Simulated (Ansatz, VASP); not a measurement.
**P2CO3 in VASP and in Ansatz**

```xyz
6
Lattice="5.2327 0.0000 0.0000 -2.6164 4.5317 0.0000 0.0000 0.0000 2.7522" Properties=species:S:1:pos:R:3 pbc="T T T"
P     0.0000    3.0211    0.0000
P     2.6164    1.5106    0.0000
C     0.0000    0.0000    0.0000
O     2.6164    0.0000    1.3761
O     1.3082    2.2658    1.3761
O    -1.3082    2.2658    1.3761
```

Change from the starting cell: species swapped into the GdCo3B2 type (P6/mmm, No. 191).

Alike in both runs: functional PBE; dispersion D3(BJ); k mesh 6 × 6 × 6; occupations gaussian, width 0.1 eV; collinear spin.

Ansatz relaxed the structure, and its values are those at the end. VASP's run is a single point on that final structure, the one shown.

|  | VASP | Ansatz |
| --- | --- | --- |
| version | VASP 6.6.1 | Ansatz 0.2.0 |
| potentials or method | VASP PAW PBE potentials, release 64 (P, C, O), cutoff 520 eV | scalar-relativistic, plane waves, PAW |
| valence electrons in the cell | 32 | 32 |

Ansatz gave:

| Quantity | Value |
| --- | --- |
| gap on the k mesh at the Fermi level (eV) | none |
| pressure (GPa) | 0.0 |
| net moment per atom (μB) | 0.34 |
| size of the moment on the site where the two differ most (μB) | 1.52 |

Task: What did VASP give for the same quantities?

Result: gap on the k mesh at the Fermi level (eV): none; pressure (GPa): -0.2; net moment per atom (μB): 0.34; size of the moment on the site where the two differ most (μB): 0.92.

Site moments also hang on the region over which each program counts them. A gap of «none» marks a metal or a gap that the smearing closes.

The k mesh is coarse, so the values compare programs but aren't converged.
